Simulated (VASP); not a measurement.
# Al in VASP: single point with PBE+D3(BJ)

Aim: the single point of Al with PBE+D3(BJ).

Everything below comes from runs of VASP 6.6.1. Logs are shortened: lines on timing, memory, paths and dates and some standing lists are left out, and cuts for length are marked.

**1. The cell of the first run**

The cell holds a slab with vacuum, 12 atoms: a = 4.811 Å, b = 4.811 Å, c = 28.498 Å, α = 90.00°, β = 90.00°, γ = 120.00°.

**2. Single point, PBE+D3(BJ)**

INCAR reads:

```
SYSTEM = Al
  PREC = Accurate
  ENCUT = 400
  EDIFF = 1E-6
  ISMEAR = 1
  SIGMA = 0.1
  LREAL = .False.
  LASPH = .True.
  NELM = 120
  ALGO = Normal
  ISIF = 2
  LWAVE = .False.
  LCHARG = .False.
  LDIPOL = .True.
  IDIPOL = 3
  DIPOL = 0.5 0.5 0.655
  GGA = PE
  IVDW = 12
  NBANDS = 30
  GGA_COMPAT = .False.
  NELMDL = -8
```

KPOINTS reads:

```
regular mesh
0
Gamma
  9 9 1
  0 0 0
```

POSCAR reads:

```
Al
1.0
    4.8111003134      0.0000000000      0.0000000000
   -2.4055501567      4.1665350613      0.0000000000
    0.0000000000      0.0000000000     28.4975475017
Al
12
Direct
    0.4944361302      0.5401028804      0.5373933896
    0.8182402211      0.2056347043      0.5280209338
    0.1244968684      0.8606007315      0.5161252445
    0.8424228703      0.5410934488      0.6113353190
    0.1638290211      0.2009268027      0.6148689508
    0.4992944216      0.8780607771      0.6127053043
    0.1727825808      0.5490004544      0.6976377291
    0.5072638764      0.2149671511      0.6976858191
    0.8379533961      0.8795659230      0.6980914140
    0.5014030004      0.5429129275      0.7822958582
    0.8358220419      0.2103037076      0.7823469324
    0.1689358910      0.8774576905      0.7825087935
```

Potentials or basis: VASP PAW PBE potentials, release 64 (Al).

Run with:

```sh
$ cat potpaw_PBE.64/Al/POTCAR > POTCAR
$ mpirun -np 1 vasp_std > vasp.out
```

OUTCAR:

```text
SYSTEM = Al
   PREC = Accurate
   ENCUT = 400
   EDIFF = 1E-6
   ISMEAR = 1
   LREAL = .False.
   LASPH = .True.
   NELM = 120
   ISIF = 2
   GGA = PE
   IVDW = 12
   NELMDL = -8
 IVDW          = 12

 ion  position               nearest neighbor table
   1  0.494  0.540  0.537-   6 2.69   4 2.69   3 2.69   5 2.73   2 2.76   2 2.79   2 2.83   3 2.90
                             3 2.94
   2  0.818  0.206  0.528-   3 2.74   3 2.75   1 2.76   1 2.79   1 2.83   4 2.84   6 2.87   3 2.91
                             5 2.99
   3  0.124  0.861  0.516-   1 2.69   2 2.74   2 2.75   1 2.90   2 2.91   1 2.94   4 3.08   5 3.21
                             6 3.27
   4  0.842  0.541  0.611-   1 2.69   6 2.74   5 2.75   5 2.76   6 2.76   5 2.83   6 2.83   2 2.84
                             7 2.92   8 2.93   9 2.97   3 3.08
   5  0.164  0.201  0.615-   1 2.73   6 2.74   4 2.75   4 2.76   6 2.77   6 2.82   4 2.83   9 2.84
                             8 2.86   7 2.88   2 2.99   3 3.21
   6  0.499  0.878  0.613-   1 2.69   4 2.74   5 2.74   4 2.76   5 2.77   5 2.82   4 2.83   2 2.87
                             7 2.89   8 2.90   9 2.93   3 3.27
   7  0.173  0.549  0.698-   9 2.77   9 2.77   8 2.77   8 2.77   8 2.79   9 2.79   5 2.88   6 2.89
                            10 2.89  12 2.89  11 2.91   4 2.92
   8  0.507  0.215  0.698-   9 2.77   7 2.77   7 2.77   9 2.78   7 2.79   9 2.79   5 2.86  10 2.89
                            11 2.89   6 2.90  12 2.91   4 2.93
   9  0.838  0.880  0.698-   8 2.77   7 2.77   7 2.77   8 2.78   8 2.79   7 2.79   5 2.84  11 2.88
                            12 2.89  10 2.89   6 2.93   4 2.97
  10  0.501  0.543  0.782-  12 2.77  11 2.77  12 2.78  11 2.78  11 2.78  12 2.78   8 2.89   7 2.89
                             9 2.89
  11  0.836  0.210  0.782-  10 2.77  12 2.77  12 2.78  10 2.78  12 2.78  10 2.78   9 2.88   8 2.89
                             7 2.91
  12  0.169  0.877  0.783-  10 2.77  11 2.77  11 2.78  10 2.78  11 2.78  10 2.78   9 2.89   7 2.89
                             8 2.91

  LATTYP: Found a hexagonal cell.
 ALAT       =     4.8111003134
 C/A-ratio  =     5.9232910655

  Lattice vectors:

 A1 = (   4.8111003134,   0.0000000000,   0.0000000000)
 A2 = (  -2.4055501567,   4.1665350613,   0.0000000000)
 A3 = (   0.0000000000,   0.0000000000,  28.4975475017)

Analysis of symmetry for initial positions (statically):
=====================================================================
 Subroutine PRICEL returns:
 Original cell was already a primitive cell.

 Routine SETGRP: Setting up the symmetry group for a
 hexagonal supercell.

 Subroutine GETGRP returns: Found  1 space group operations
 (whereof  1 operations were pure point group operations)
 out of a pool of 24 trial point group operations.

The static configuration has the point symmetry C_1 .

Analysis of symmetry for dynamics (positions and initial velocities):
=====================================================================
 Subroutine PRICEL returns:
 Original cell was already a primitive cell.

 Routine SETGRP: Setting up the symmetry group for a
 hexagonal supercell.

 Subroutine GETGRP returns: Found  1 space group operations
 (whereof  1 operations were pure point group operations)
 out of a pool of 24 trial point group operations.

The dynamic configuration has the point symmetry C_1 .

 Subroutine INISYM returns: Found  1 space group operations
 (whereof  1 operations are pure point group operations),
 and found     1 'primitive' translations

----------------------------------------------------------------------------------------

                                     Primitive cell

  volume of cell :     571.2510

  direct lattice vectors                    reciprocal lattice vectors
     4.811100313  0.000000000  0.000000000     0.207852660  0.120003790  0.000000000
    -2.405550157  4.166535061  0.000000000     0.000000000  0.240007581  0.000000000
     0.000000000  0.000000000 28.497547502     0.000000000  0.000000000  0.035090739

  length of vectors
     4.811100313  4.811100287 28.497547502     0.240007579  0.240007581  0.035090739

  position of ions in fractional coordinates (direct lattice)
     0.494436130  0.540102880  0.537393390
     0.818240221  0.205634704  0.528020934
     0.124496868  0.860600731  0.516125245
     0.842422870  0.541093449  0.611335319
     0.163829021  0.200926803  0.614868951
     0.499294422  0.878060777  0.612705304
     0.172782581  0.549000454  0.697637729
     0.507263876  0.214967151  0.697685819
     0.837953396  0.879565923  0.698091414
     0.501403000  0.542912927  0.782295858
     0.835822042  0.210303708  0.782346932
     0.168935891  0.877457691  0.782508793

  ion indices of the primitive-cell ions
   primitive index   ion index
                 1           1
                 2           2
                 3           3
                 4           4
                 5           5
                 6           6
                 7           7
                 8           8
                 9           9
                10          10
                11          11
                12          12

----------------------------------------------------------------------------------------

 KPOINTS: regular mesh

Automatic generation of k-mesh.
 Grid dimensions read from file:
 generate k-points for:    9    9    1

 Generating k-lattice:

  Cartesian coordinates                     Fractional coordinates (reciprocal lattice)
     0.023094740  0.013333754  0.000000000     0.111111111 -0.000000000  0.000000000
     0.000000000  0.026667509  0.000000000     0.000000000  0.111111111  0.000000000
     0.000000000  0.000000000  0.035090739     0.000000000  0.000000000  1.000000000

  Length of vectors
     0.026667509  0.026667509  0.035090739

  Shift w.r.t. Gamma in fractional coordinates (k-lattice)
     0.000000000  0.000000000  0.000000000

 Subroutine IBZKPT returns following result:
 ===========================================

 Found     41 irreducible k-points:

 Following reciprocal coordinates:
            Coordinates               Weight
  0.000000  0.000000  0.000000      1.000000
  0.111111 -0.000000  0.000000      2.000000
  0.000000  0.111111  0.000000      2.000000
 -0.111111  0.111111  0.000000      2.000000
  0.222222 -0.000000  0.000000      2.000000
  0.000000  0.222222  0.000000      2.000000
[... 16 lines left out ...]
  0.333333  0.111111  0.000000      2.000000
 -0.111111  0.444444  0.000000      2.000000
 [... further k-points ...]
   k-points           NKPTS =     41   k-points in BZ     NKDIM =     41   number of bands    NBANDS=     30
   number of dos      NEDOS =    301   number of ions     NIONS =     12
   total plane-waves  NPLWV = 196608
   dimension x,y,z NGX =    32 NGY =   32 NGZ =  192
   dimension x,y,z NGXF=    64 NGYF=   64 NGZF=  384
   ions per type =              12
   NGX,Y,Z   is equivalent  to a cutoff of  11.06, 11.06, 11.20 a.u.
   NGXF,Y,Z  is equivalent  to a cutoff of  22.11, 22.11, 22.40 a.u.
 SYSTEM =  Al
   PREC   = accura    normal or accurate (medium, high low for compatibility)
   ISTART =      0    job   : 0-new  1-cont  2-samecut
   ICHARG =      2    charge: 1-file 2-atom 10-const
   ISPIN  =      1    spin polarized calculation?
   LNONCOLLINEAR =      F non collinear calculations
   LSORBIT =      F    spin-orbit coupling
   LASPH  =      T    aspherical Exc in radial PAW
   ENCUT  =  400.0 eV  29.40 Ry    5.42 a.u.   7.85  7.85 46.47*2*pi/ulx,y,z
   NELM   =    120;   NELMIN=  2; NELMDL= -8     # of ELM steps
   EDIFF  = 0.1E-05   stopping-criterion for ELM
   LREAL  =      F    real-space projection
[... 7 lines left out ...]
   TEBEG  =    0.0;   TEEND  =   0.0 temperature during run
   PSTRESS=    0.0 pullay stress
   NELECT =      36.0000    total number of electrons
   NUPDOWN=      -1.0000    fix difference up-down
   EMIN   =  10.00;   EMAX   =-10.00  energy-range for DOS
   EFERMI =   0.00;   METHOD = LEGACY
   ISMEAR =     1;   SIGMA  =   0.10  broadening in eV -4-tet -1-fermi 0-gaus
   EFERMI_NEDOS =   21; number of points for ismear=-14 and -15
   IALGO  =     38    algorithm
   IMIX   =      4    mixing-type and parameters
     AMIX     =   0.40;   BMIX     =  1.00
     AMIX_MAG =   1.60;   BMIX_MAG =  1.00
  volume/ion in A,a.u.               =      47.60       321.25
  Fermi-wavevector in a.u.,A,eV,Ry     =   0.651478  1.231116  5.774640  0.424424
  Thomas-Fermi vector in A             =   1.721091
   LORBIT       =      0    0 simple, 1 ext, 2 COOP (PROOUT), +10 PAW based schemes
   GGA     = PE    functional components
   LHFCALC =     F    Hartree Fock is set to
   AEXX    =    0.0000 exact exchange contribution
   IVDW    =    12    specifies the selected vdW correction
   LEPSILON=     F    determine dielectric tensor
   LRPA    =     F    only Hartree local field effects (RPA)
 non-spin polarized calculation
 Methfessel and Paxton  Order N= 1 SIGMA  =   0.10
  energy-cutoff  :      400.00
  volume of cell :      571.25
 maximum number of plane-waves:     10423
   NGX = 15   NGY = 15   NGZ = 93

 dipolmoment           0.000000      0.000000      0.000762 electrons x Angstroem

 number of electron      36.0000000 magnetization

 dipolmoment           0.000000      0.000000     -0.003814 electrons x Angstroem

 Free energy of the ion-electron system (eV)
  ---------------------------------------------------
  ext. energy  EPLUGINS =         0.00000000
  ---------------------------------------------------
  free energy    TOTEN  =       -42.50953321 eV

  energy without entropy =      -42.51134657  energy(sigma->0) =      -42.51013766

 E-fermi :   0.1405     XC(G=0):  -4.1534

 val. band max:        0.1391914741   @ k =   0.3333  -0.0000   0.0000
 cond. band min:       0.1427279711   @ k =   0.3333   0.3333   0.0000
 fundamental gap:      0.0035364970
 Fermi energy:         0.1405489755

 k-point     1 :       0.0000    0.0000    0.0000
  band No.  band energies     occupation
      1     -10.7985      2.00000
      2      -9.7936      2.00000
      3      -8.2465      2.00000
      4      -6.2770      2.00000
      5      -3.7306      2.00000
      6      -2.7280      2.00000
[... 22 lines left out ...]
     29       2.2455      0.00000
     30       2.3071      0.00000

 k-point     2 :       0.1111   -0.0000    0.0000
  band No.  band energies     occupation
      1     -10.6936      2.00000
      2      -9.6895      2.00000
      3      -8.1433      2.00000
      4      -6.1748      2.00000
      5      -4.2627      2.00000
      6      -3.6612      2.00000
[... 22 lines left out ...]
     29       2.7199      0.00000
     30       3.0841      0.00000

 k-point     3 :       0.0000    0.1111    0.0000
  band No.  band energies     occupation
      1     -10.6936      2.00000
      2      -9.6894      2.00000
      3      -8.1431      2.00000
      4      -6.1742      2.00000
      5      -4.2613      2.00000
      6      -3.6579      2.00000
[... 682 lines left out ...]
     29       4.1199      0.00000
     30       4.3022      0.00000

 k-point    24 :      -0.1111    0.4444    0.0000
  band No.  band energies     occupation
      1      -9.4415      2.00000
      2      -8.4497      2.00000
      3      -7.5812      2.00000
      4      -6.9094      2.00000
      5      -6.5930      2.00000
      6      -5.7524      2.00000
[... 22 lines left out ...]
     29       4.1274      0.00000
     30       4.2838      0.00000

 [... further k-points ...]

------------------------ aborting loop because EDIFF is reached ----------------------------------------

 vacuum level on the upper side and lower side of the slab       (xc-potential included)        -0.133        -0.098

 Edisp (eV)   -3.14645

 E8    (eV) :    -1.4560

  FORCE on cell =-STRESS in cart. coord.  units (eV):
  Direction    XX          YY          ZZ          XY          YZ          ZX
  --------------------------------------------------------------------------------------
  -------------------------------------------------------------------------------------
  Total      -1.52992    -1.88386    -1.52852    -0.14834    -0.00255    -0.35892
  in kB      -4.29094    -5.28362    -4.28701    -0.41606    -0.00715    -1.00666
  external pressure =       -4.62 kB  Pullay stress =        0.00 kB

 VOLUME and BASIS-vectors are now :
 -----------------------------------------------------------------------------
  energy-cutoff  :      400.00
  volume of cell :      571.25
      direct lattice vectors                 reciprocal lattice vectors
     4.811100313  0.000000000  0.000000000     0.207852660  0.120003790  0.000000000
    -2.405550157  4.166535061  0.000000000     0.000000000  0.240007581  0.000000000
     0.000000000  0.000000000 28.497547502     0.000000000  0.000000000  0.035090739

 POSITION                                       TOTAL-FORCE (eV/Angst)
 -----------------------------------------------------------------------------------
      1.07954      2.25036     15.31439        -0.408184     -0.161294     -0.646933
      3.44197      0.85678     15.04730        -0.037614     -0.123234      0.057152
     -1.47125      3.58572     14.70830         0.481084      0.212117      0.477003
      2.75135      2.25448     17.42156         0.032660      0.087508      0.237753
      0.30486      0.83717     17.52226        -0.002627     -0.032478     -0.001058
      0.28994      3.65847     17.46060        -0.055100      0.064544      0.227500
     -0.48937      2.28743     19.88096        -0.001737     -0.035338     -0.026390
      1.92338      0.89567     19.88233        -0.022251     -0.025355     -0.020919
      1.91564      3.66474     19.89389         0.003279     -0.010319     -0.070586
      1.10630      2.26207     22.29351        -0.004330      0.005514     -0.090413
      3.51533      0.87624     22.29497        -0.003326      0.004284     -0.083732
     -1.29800      3.65596     22.29958         0.018147      0.014051     -0.059377
 -----------------------------------------------------------------------------------
    total drift:                                0.000001      0.000001      0.000023

  FREE ENERGIE OF THE ION-ELECTRON SYSTEM (eV)
  ---------------------------------------------------
  free  energy   TOTEN  =       -45.6559848661 eV

  energy  without entropy=      -45.6577982250  energy(sigma->0) =      -45.65658932

 vacuum level on the upper side and lower side of the slab         4.102         4.136
```

Wall time 23 min (1 thread of Oxide Virtual Turin-like, shared host); peak memory 0.62 GiB.

What came out:

| Quantity | Value |
| --- | --- |
| Free energy | -45.6560 eV |
| Largest force | 0.782 eV/Å |
| Band gap on the k mesh | zero (bands 18 and 19 overlap by 1.41 eV) |
| Dispersion energy per atom | -0.262 eV |

Forces on the atoms (eV/Å):
```
Al  -0.408 -0.161 -0.647
Al  -0.038 -0.123  0.057
Al   0.481  0.212  0.477
Al   0.033  0.088  0.238
Al  -0.003 -0.032 -0.001
Al  -0.055  0.065  0.228
Al  -0.002 -0.035 -0.026
Al  -0.022 -0.025 -0.021
Al   0.003 -0.010 -0.071
Al  -0.004  0.006 -0.090
Al  -0.003  0.004 -0.084
Al   0.018  0.014 -0.059
```

Levels at points of the mesh, in eV from the Fermi level:
```tsv
k point	band 16	band 17	band 18	band 19	band 20	band 21
(0.00, 0.00, 0.00)	-1.64	-1.56	-1.07	-0.62	-0.57	-0.52
```
